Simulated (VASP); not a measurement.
# CsI (Pm-3m) in VASP: further runs

CsI is run at these levels: LDA; tasks: single point.

Program: VASP 6.6.1. These are calculated values, not measurements. Logs are shortened: lines on timing, memory, paths and dates and some standing lists are left out, and cuts for length are marked.

## 1. The cell of the first run

Symmetry: Pm-3m, No. 221, cubic system. Conventional cell: a = 4.473 Å, b = 4.473 Å, c = 4.473 Å, α = 90.00°, β = 90.00°, γ = 90.00°. Within 5.1 Å of Cs (site symmetry m-3m) lie 8 I at 3.87 Å and 6 Cs at 4.47 Å. I (site symmetry m-3m) has 8 Cs at 3.87 Å and 6 I at 4.47 Å within 5.1 Å.

## 2. Single point, LDA

INCAR

```
SYSTEM = CsI
  PREC = Accurate
  ENCUT = 500
  EDIFF = 1E-6
  ISMEAR = 0
  SIGMA = 0.01
  LREAL = .False.
  LASPH = .True.
  NELM = 120
  ALGO = Normal
  ISIF = 2
  LWAVE = .False.
  LCHARG = .False.
  GGA = CA
  NBANDS = 15
  GGA_COMPAT = .False.
```

KPOINTS

```
regular mesh
0
Gamma
  4 4 4
  0 0 0
```

POSCAR

```
CsI
1.0
    4.4734758827      0.0000000000      0.0000000000
    0.0000000000      4.4734758827      0.0000000000
    0.0000000000      0.0000000000      4.4734758827
Cs I
1 1
Direct
    0.0000000000      0.0000000000      0.0000000000
    0.5000000000      0.5000000000      0.5000000000
```

Potentials or basis: VASP PAW LDA potentials, release 64 (Cs_sv, I).

Launch:

```
$ cat potpaw_LDA.64/Cs_sv/POTCAR potpaw_LDA.64/I/POTCAR > POTCAR
$ mpirun -np 1 vasp_std > vasp.out
```

OUTCAR:

```text
SYSTEM = CsI
   PREC = Accurate
   ENCUT = 500
   EDIFF = 1E-6
   ISMEAR = 0
   LREAL = .False.
   LASPH = .True.
   NELM = 120
   ISIF = 2
   GGA = CA

 ion  position               nearest neighbor table
   1  0.000  0.000  0.000-
   2  0.500  0.500  0.500-

  LATTYP: Found a simple cubic cell.
 ALAT       =     4.4734758827

  Lattice vectors:

 A1 = (   4.4734758827,   0.0000000000,   0.0000000000)
 A2 = (   0.0000000000,   4.4734758827,   0.0000000000)
 A3 = (   0.0000000000,   0.0000000000,   4.4734758827)

Analysis of symmetry for initial positions (statically):
=====================================================================
 Subroutine PRICEL returns:
 Original cell was already a primitive cell.

 Routine SETGRP: Setting up the symmetry group for a
 simple cubic supercell.

 Subroutine GETGRP returns: Found 48 space group operations
 (whereof 48 operations were pure point group operations)
 out of a pool of 48 trial point group operations.

The static configuration has the point symmetry O_h .

Analysis of symmetry for dynamics (positions and initial velocities):
=====================================================================
 Subroutine PRICEL returns:
 Original cell was already a primitive cell.

 Routine SETGRP: Setting up the symmetry group for a
 simple cubic supercell.

 Subroutine GETGRP returns: Found 48 space group operations
 (whereof 48 operations were pure point group operations)
 out of a pool of 48 trial point group operations.

The dynamic configuration has the point symmetry O_h .

 Subroutine INISYM returns: Found 48 space group operations
 (whereof 48 operations are pure point group operations),
 and found     1 'primitive' translations

----------------------------------------------------------------------------------------

                                     Primitive cell

  volume of cell :      89.5231

  direct lattice vectors                    reciprocal lattice vectors
     4.473475883  0.000000000  0.000000000     0.223539821  0.000000000  0.000000000
     0.000000000  4.473475883  0.000000000     0.000000000  0.223539821  0.000000000
     0.000000000  0.000000000  4.473475883     0.000000000  0.000000000  0.223539821

  length of vectors
     4.473475883  4.473475883  4.473475883     0.223539821  0.223539821  0.223539821

  position of ions in fractional coordinates (direct lattice)
     0.000000000  0.000000000  0.000000000
     0.500000000  0.500000000  0.500000000

  ion indices of the primitive-cell ions
   primitive index   ion index
                 1           1
                 2           2

----------------------------------------------------------------------------------------

 KPOINTS: regular mesh

Automatic generation of k-mesh.
 Grid dimensions read from file:
 generate k-points for:    4    4    4

 Generating k-lattice:

  Cartesian coordinates                     Fractional coordinates (reciprocal lattice)
     0.055884955  0.000000000  0.000000000     0.250000000  0.000000000  0.000000000
     0.000000000  0.055884955  0.000000000     0.000000000  0.250000000  0.000000000
     0.000000000  0.000000000  0.055884955     0.000000000  0.000000000  0.250000000

  Length of vectors
     0.055884955  0.055884955  0.055884955

  Shift w.r.t. Gamma in fractional coordinates (k-lattice)
     0.000000000  0.000000000  0.000000000

 Subroutine IBZKPT returns following result:
 ===========================================

 Found     10 irreducible k-points:

 Following reciprocal coordinates:
            Coordinates               Weight
  0.000000  0.000000  0.000000      1.000000
  0.250000  0.000000  0.000000      6.000000
  0.500000  0.000000  0.000000      3.000000
  0.250000  0.250000  0.000000     12.000000
  0.500000  0.250000  0.000000     12.000000
  0.500000  0.500000  0.000000      3.000000
  0.250000  0.250000  0.250000      8.000000
  0.500000  0.250000  0.250000     12.000000
  0.500000  0.500000  0.250000      6.000000
  0.500000  0.500000  0.500000      1.000000
   k-points           NKPTS =     10   k-points in BZ     NKDIM =     10   number of bands    NBANDS=     15
   number of dos      NEDOS =    301   number of ions     NIONS =      2
   total plane-waves  NPLWV =  46656
   dimension x,y,z NGX =    36 NGY =   36 NGZ =   36
   dimension x,y,z NGXF=    72 NGYF=   72 NGZF=   72
   ions per type =               1   1
   NGX,Y,Z   is equivalent  to a cutoff of  13.38, 13.38, 13.38 a.u.
   NGXF,Y,Z  is equivalent  to a cutoff of  26.76, 26.76, 26.76 a.u.
 SYSTEM =  CsI
   PREC   = accura    normal or accurate (medium, high low for compatibility)
   ISTART =      0    job   : 0-new  1-cont  2-samecut
   ICHARG =      2    charge: 1-file 2-atom 10-const
   ISPIN  =      1    spin polarized calculation?
   LNONCOLLINEAR =      F non collinear calculations
   LSORBIT =      F    spin-orbit coupling
   LASPH  =      T    aspherical Exc in radial PAW
   ENCUT  =  500.0 eV  36.75 Ry    6.06 a.u.   8.16  8.16  8.16*2*pi/ulx,y,z
   NELM   =    120;   NELMIN=  2; NELMDL= -5     # of ELM steps
   EDIFF  = 0.1E-05   stopping-criterion for ELM
   LREAL  =      F    real-space projection
   EDIFFG = 0.1E-04   stopping-criterion for IOM
   NSW    =      0    number of steps for IOM
   IBRION =     -1    ionic relax: 0-MD 1-quasi-New 2-CG
   NFREE  =      0    steps in history (QN), initial steepest desc. (CG)
   ISIF   =      2    stress and relaxation
   ISYM   =      2    0-nonsym 1-usesym 2-fastsym
   POTIM  = 0.5000    time-step for ionic-motion
   TEBEG  =    0.0;   TEEND  =   0.0 temperature during run
   PSTRESS=    0.0 pullay stress
   NELECT =      16.0000    total number of electrons
   NUPDOWN=      -1.0000    fix difference up-down
   EMIN   =  10.00;   EMAX   =-10.00  energy-range for DOS
   EFERMI =   0.00;   METHOD = LEGACY
   ISMEAR =     0;   SIGMA  =   0.01  broadening in eV -4-tet -1-fermi 0-gaus
   EFERMI_NEDOS =   21; number of points for ismear=-14 and -15
   IALGO  =     38    algorithm
   IMIX   =      4    mixing-type and parameters
     AMIX     =   0.40;   BMIX     =  1.00
     AMIX_MAG =   1.60;   BMIX_MAG =  1.00
  volume/ion in A,a.u.               =      44.76       302.07
  Fermi-wavevector in a.u.,A,eV,Ry     =   0.922153  1.742617 11.569938  0.850366
  Thomas-Fermi vector in A             =   2.047649
   LORBIT       =      0    0 simple, 1 ext, 2 COOP (PROOUT), +10 PAW based schemes
   GGA     = CA    functional components
   LHFCALC =     F    Hartree Fock is set to
   AEXX    =    0.0000 exact exchange contribution
   IVDW    =     0    specifies the selected vdW correction
   LEPSILON=     F    determine dielectric tensor
   LRPA    =     F    only Hartree local field effects (RPA)
 non-spin polarized calculation
 Gauss-broadening in eV      SIGMA  =   0.01
  energy-cutoff  :      500.00
  volume of cell :       89.52
 maximum number of plane-waves:      2301
 NGX is ok and might be reduce to    36
   NGX = 17   NGY = 17   NGZ = 17

 number of electron      15.9999998 magnetization

 Free energy of the ion-electron system (eV)
  ---------------------------------------------------
  ext. energy  EPLUGINS =         0.00000000
  ---------------------------------------------------
  free energy    TOTEN  =        -6.17512850 eV

  energy without entropy =       -6.17512850  energy(sigma->0) =       -6.17512850

 E-fermi :   1.1173     XC(G=0):  -8.3333

 val. band max:        1.0514319233   @ k =   0.5000   0.5000   0.0000
 cond. band min:       4.8025459110   @ k =   0.0000   0.0000   0.0000
 fundamental gap:      3.7511139876
 Fermi energy:         1.1173398817

 k-point     1 :       0.0000    0.0000    0.0000
  band No.  band energies     occupation
      1     -19.2255      2.00000
      2      -9.7672      2.00000
      3      -5.9144      2.00000
      4      -5.9144      2.00000
      5      -5.9144      2.00000
      6       0.9741      2.00000
      7       0.9741      2.00000
      8       0.9741      2.00000
      9       4.8025      0.00000
     10       4.9094      0.00000
     11       4.9094      0.00000
     12       8.8554      0.00000
     13       8.8554      0.00000
     14       8.8554      0.00000
     15      11.3540      0.00000

 k-point     2 :       0.2500    0.0000    0.0000
  band No.  band energies     occupation
      1     -19.2084      2.00000
      2      -9.7805      2.00000
      3      -6.0046      2.00000
      4      -5.8717      2.00000
      5      -5.8717      2.00000
      6      -0.0253      2.00000
      7       0.8685      2.00000
      8       0.8685      2.00000
      9       5.2949      0.00000
     10       5.9585      0.00000
     11       6.3897      0.00000
     12       8.7376      0.00000
     13       8.7376      0.00000
     14       9.1426      0.00000
     15       9.1835      0.00000

 k-point     3 :       0.5000    0.0000    0.0000
  band No.  band energies     occupation
      1     -19.1911      2.00000
      2      -9.7987      2.00000
      3      -6.0694      2.00000
      4      -5.8278      2.00000
      5      -5.8278      2.00000
      6      -0.7334      2.00000
      7       0.7584      2.00000
      8       0.7584      2.00000
      9       5.9844      0.00000
     10       7.5665      0.00000
     11       7.6669      0.00000
     12       7.8373      0.00000
     13       9.0293      0.00000
     14       9.0293      0.00000
     15       9.5536      0.00000
[... 91 lines left out ...]
 k-point     9 :       0.5000    0.5000    0.2500
  band No.  band energies     occupation
      1     -19.1467      2.00000
      2      -9.5060      2.00000
      3      -6.3095      2.00000
      4      -6.3095      2.00000
      5      -6.0120      2.00000
      6      -0.1718      2.00000
      7      -0.1718      2.00000
      8       0.1732      2.00000
      9       6.2519      0.00000
     10       7.4187      0.00000
     11       7.4187      0.00000
     12       7.4399      0.00000
     13      10.2214      0.00000
     14      10.2214      0.00000
     15      11.0475      0.00000

 k-point    10 :       0.5000    0.5000    0.5000
  band No.  band energies     occupation
      1     -19.1325      2.00000
      2      -9.4399      2.00000
      3      -6.2293      2.00000
      4      -6.2293      2.00000
      5      -6.2293      2.00000
      6      -0.4646      2.00000
      7      -0.4646      2.00000
      8      -0.4646      2.00000
      9       8.2243      0.00000
     10       8.2243      0.00000
     11       8.2243      0.00000
     12       9.0754      0.00000
     13       9.0754      0.00000
     14       9.0754      0.00000
     15      11.1437      0.00000

------------------------ aborting loop because EDIFF is reached ----------------------------------------

  FORCE on cell =-STRESS in cart. coord.  units (eV):
  Direction    XX          YY          ZZ          XY          YZ          ZX
  --------------------------------------------------------------------------------------
  -------------------------------------------------------------------------------------
  Total       -0.3608388     -0.3608388     -0.3608388      0.0000000      0.0000000     -0.0000000
  in kB       -6.4578578     -6.4578578     -6.4578578      0.0000000      0.0000000     -0.0000000
  external PRESSURE =      -6.4578578 kB  Pullay stress =       0.0000000 kB

 VOLUME and BASIS-vectors are now :
 -----------------------------------------------------------------------------
  energy-cutoff  :      500.00
  volume of cell :       89.52
      direct lattice vectors                 reciprocal lattice vectors
     4.473475883  0.000000000  0.000000000     0.223539821  0.000000000  0.000000000
     0.000000000  4.473475883  0.000000000     0.000000000  0.223539821  0.000000000
     0.000000000  0.000000000  4.473475883     0.000000000  0.000000000  0.223539821

 POSITION                                       TOTAL-FORCE (eV/Angst)
 -----------------------------------------------------------------------------------
      0.00000      0.00000      0.00000         0.000000      0.000000      0.000000
      2.23674      2.23674      2.23674         0.000000      0.000000      0.000000
 -----------------------------------------------------------------------------------
    total drift:                               -0.000000      0.000000      0.000000

  FREE ENERGIE OF THE ION-ELECTRON SYSTEM (eV)
  ---------------------------------------------------
  free  energy   TOTEN  =        -6.1751284979 eV

  energy  without entropy=       -6.1751284979  energy(sigma->0) =       -6.17512850
```

It took 7 s on 1 thread of Intel Xeon 6975P-C (Granite Rapids), shared host; peak memory 0.17 GiB.

Results:

```yaml
Free_energy: -6.1751 eV
Pressure: -0.6 GPa
Band_gap_on_the_k_mesh: 3.75 eV (least direct gap 3.83 eV)
```

Caveat: spin-orbit coupling is left out, which moves the levels of the heavy elements.

## 3. Single point, LDA

This run uses another cell than the first one, of 46.19 Å³/atom.

INCAR

```
SYSTEM = CsI
PREC     = Accurate       ! precision mode
ENCUT    = 500            ! plane-wave cutoff, eV
EDIFF    = 1E-6           ! SCF threshold, eV
ISMEAR   = 0              ! smearing method
SIGMA    = 0.01           ! smearing width, eV
LREAL    = .False.        ! projectors in reciprocal space
LASPH    = .True.         ! aspherical terms in the spheres
NELM     = 120            ! most SCF steps
ALGO     = Normal         ! electronic algorithm
ISIF     = 2              ! what is computed and relaxed
LWAVE    = .False.        ! write WAVECAR
LCHARG   = .False.        ! write CHGCAR
NBANDS   = 15             ! bands
GGA_COMPAT= .False.
```

KPOINTS

```
Automatic mesh
0
Gamma
  4 4 4
  0 0 0
```

POSCAR

```
CsI
1.0
    4.5205685632      0.0000000000      0.0000000000
    0.0000000000      4.5205685632      0.0000000000
    0.0000000000      0.0000000000      4.5205685632
Cs I
1 1
Direct
    0.0000000000      0.0000000000      0.0000000000
    0.5000000000      0.5000000000      0.5000000000
```

Potentials or basis: VASP PAW LDA potentials, release 64 (Cs_sv, I).

Launch:

```
$ cat potpaw_LDA.64/Cs_sv/POTCAR potpaw_LDA.64/I/POTCAR > POTCAR
$ mpirun -np 1 vasp_std > vasp.out
```

OUTCAR:

```text
SYSTEM = CsI
   PREC = Accurate
   ENCUT = 500
   EDIFF = 1E-6
   ISMEAR = 0
   LREAL = .False.
   LASPH = .True.
   NELM = 120
   ISIF = 2

 ion  position               nearest neighbor table
   1  0.000  0.000  0.000-
   2  0.500  0.500  0.500-

  LATTYP: Found a simple cubic cell.
 ALAT       =     4.5205685632

  Lattice vectors:

 A1 = (   4.5205685632,   0.0000000000,   0.0000000000)
 A2 = (   0.0000000000,   4.5205685632,   0.0000000000)
 A3 = (   0.0000000000,   0.0000000000,   4.5205685632)
[... 347 lines left out ...]

------------------------ aborting loop because EDIFF is reached ----------------------------------------

  FORCE on cell =-STRESS in cart. coord.  units (eV):
  Direction    XX          YY          ZZ          XY          YZ          ZX
  --------------------------------------------------------------------------------------
  -------------------------------------------------------------------------------------
  Total       -0.5945821     -0.5945821     -0.5945821     -0.0000000      0.0000000     -0.0000000
  in kB      -10.3120079    -10.3120079    -10.3120079     -0.0000000      0.0000000     -0.0000000
  external PRESSURE =     -10.3120079 kB  Pullay stress =       0.0000000 kB

 VOLUME and BASIS-vectors are now :
 -----------------------------------------------------------------------------
  energy-cutoff  :      500.00
  volume of cell :       92.38
      direct lattice vectors                 reciprocal lattice vectors
     4.520568563  0.000000000  0.000000000     0.221211112  0.000000000  0.000000000
     0.000000000  4.520568563  0.000000000     0.000000000  0.221211112  0.000000000
     0.000000000  0.000000000  4.520568563     0.000000000  0.000000000  0.221211112

 POSITION                                       TOTAL-FORCE (eV/Angst)
 -----------------------------------------------------------------------------------
      0.00000      0.00000      0.00000         0.000000      0.000000      0.000000
      2.26028      2.26028      2.26028         0.000000      0.000000      0.000000
 -----------------------------------------------------------------------------------
    total drift:                               -0.000000      0.000000      0.000000

  FREE ENERGIE OF THE ION-ELECTRON SYSTEM (eV)
  ---------------------------------------------------
  free  energy   TOTEN  =        -6.1602594148 eV

  energy  without entropy=       -6.1602594148  energy(sigma->0) =       -6.16025941
```

It took 6.4 s on 1 thread of Intel Xeon 6975P-C (Granite Rapids), shared host; peak memory 0.17 GiB.

Results:

```
Free energy            : -6.1603 eV
Pressure               : -1.0 GPa
Band gap on the k mesh : 3.64 eV (least direct gap 3.72 eV)
```

Caveat: spin-orbit coupling is left out, which moves the levels of the heavy elements. A k mesh can miss the band edges.

## 4. Single point, LDA

This run uses another cell than the first one, of 47.62 Å³/atom.

INCAR

```
PREC = Accurate
ENCUT = 500
EDIFF = 1E-6
ISMEAR = 0
SIGMA = 0.01
LREAL = False
LASPH = True
NELM = 120
ALGO = Normal
ISIF = 2
LWAVE = False
LCHARG = False
GGA = CA
NBANDS = 15
GGA_COMPAT = False
```

KPOINTS

```
Automatic mesh
0
Gamma
  4 4 4
```

POSCAR

```
CsI
1.0
    4.5667000000      0.0000000000      0.0000000000
    0.0000000000      4.5667000000      0.0000000000
    0.0000000000      0.0000000000      4.5667000000
Cs I
1 1
Direct
    0.0000000000      0.0000000000      0.0000000000
    0.5000000000      0.5000000000      0.5000000000
```

Launch:

```
$ cat potpaw_LDA.64/Cs_sv/POTCAR potpaw_LDA.64/I/POTCAR > POTCAR
$ mpirun -np 1 vasp_std > vasp.out
```

Run time: 6.2 s. Hardware: 1 thread of Intel Xeon 6975P-C (Granite Rapids), shared host; peak memory 0.17 GiB.

The run converged. Its results:

* Free energy: -6.1392 eV
* Pressure: -1.3 GPa
* Band gap on the k mesh: 3.53 eV (least direct gap 3.63 eV)

Levels at points of the mesh, in eV from the valence-band top:
```csv
k point,band 6,band 7,band 8,band 9,band 10,band 11
"(0.00, 0.00, 0.00)",-0.09,-0.09,-0.09,3.53,3.96,3.96
"(0.50, 0.00, 0.00)",-1.63,-0.26,-0.26,4.97,6.23,6.50
"(0.50, 0.50, 0.00)",-0.88,-0.88,0.00,3.98,4.71,5.96
"(0.50, 0.50, 0.50)",-1.35,-1.35,-1.35,6.96,6.96,6.96
```

Caveat: spin-orbit coupling is left out, which moves the levels of the heavy elements. As with any semilocal functional, this LDA gap is likely too small.

## 5. Summary

| cell | gap on the mesh (eV) | pressure (GPa) |
| --- | --- | --- |
| a = 4.473 Å, 2 atoms | 3.75 | -0.6 |
| a = 4.521 Å, 2 atoms | 3.64 | -1.0 |
| a = 4.567 Å, 2 atoms | 3.53 | -1.3 |

Alike in all rows: task single point; level LDA; potentials or basis VASP PAW LDA potentials, release 64 (Cs_sv, I); no spin polarisation; k mesh 4 × 4 × 4; cutoff (eV) 500; smearing gaussian 0.01 eV.

Caveats: spin-orbit coupling is left out, which moves the levels of the heavy elements.

Total energies depend on the potentials used, so only differences within one code and one set of settings carry meaning.
